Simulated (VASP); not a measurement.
Input of a VASP 6.6.1 run:

File INCAR:

```
SYSTEM = LaGa2
PREC     = Accurate       ! precision mode
ENCUT    = 520            ! plane-wave cutoff, eV
EDIFF    = 1E-6           ! SCF threshold, eV
ISMEAR   = -1             ! smearing method
SIGMA    = 0.3            ! smearing width, eV
LREAL    = .False.        ! projectors in reciprocal space
LASPH    = .True.         ! aspherical terms in the spheres
NELM     = 100            ! most SCF steps
ALGO     = Normal         ! electronic algorithm
ISIF     = 2              ! what is computed and relaxed
LWAVE    = .False.        ! write WAVECAR
LCHARG   = .True.         ! write CHGCAR
GGA      = CA             ! functional
LELF     = .True.         ! ELF
LVHAR    = .True.       
NBANDS   = 26             ! bands
```

The input KPOINTS:

```
regular mesh
0
Gamma
  8 8 7
  0 0 0
```

The input POSCAR:

```
LaGa2
1.0
    4.1397867565      0.0000000000      0.0000000000
   -2.0698933783      3.5851607424      0.0000000000
    0.0000000000      0.0000000000      4.2317820178
La Ga
1 2
Direct
    0.0000000000      0.0000000000      0.0000000000
    0.3333333333      0.6666666667      0.5000000000
    0.6666666667      0.3333333333      0.5000000000
```

Potentials or basis: VASP PAW LDA potentials, release 64 (La, Ga_d).

Launch:

```bash
$ cat potpaw_LDA.64/La/POTCAR potpaw_LDA.64/Ga_d/POTCAR > POTCAR
$ mpirun -np 1 vasp_std > vasp.out
```

Problem. Estimate the pressure.

Solution. 6.3 GPa.

Problem. What does it give for the band gap on the k mesh?

Solution. Zero (an odd number of electrons rules out a gap without spin polarisation).

Stress tensor (GPa, compression positive):
```
6.85 0.00 0.00
0.00 6.85 0.00
0.00 0.00 5.13
```

Caveat: the cell stands under pressure; so wide a smearing shifts energies and pressures; spin-orbit coupling is left out, which moves the levels of the heavy elements.
